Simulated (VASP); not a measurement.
Crystal: AlCo3.

```
Al Co
1.0
     3.57495    0.00000    0.00000
     0.00000    3.57495    0.00000
     0.00000    0.00000    3.57495
Al Co
1 3
Direct
  0.00000 0.00000 0.00000
  0.50000 0.50000 0.00000
  0.50000 0.00000 0.50000
  0.00000 0.50000 0.50000
```

Base run:

| Quantity | Value |
| --- | --- |
| Program | VASP 6.6.1 |
| Functional | r2SCAN |
| Potentials or basis | VASP PAW PBE potentials, release 64 (Al, Co) |
| Cutoff | 520 eV |
| k mesh | 12 × 12 × 12 |
| Occupations | gaussian, width 0.1 eV |
| Spin | collinear spin, ferromagnetic start |
| Starting moments | [0.0, 1.76, 1.76, 1.76] μB |

Its results: pressure 1.3 GPa; net moment 4.50 μB per cell; site moments Al -0.04; Co +1.57 μB.

Task: The run is repeated on the same cell with these changes: k mesh from 12 × 12 × 12 to 2 × 2 × 2. What comes out?

Result: Pressure -12.1 GPa; net moment 1.75 μB per cell; site moments Al -0.03; Co +0.59 μB.

Caveats: some runs use coarse meshes; the PAW data sets were made with another functional, which shifts forces and pressure a little.
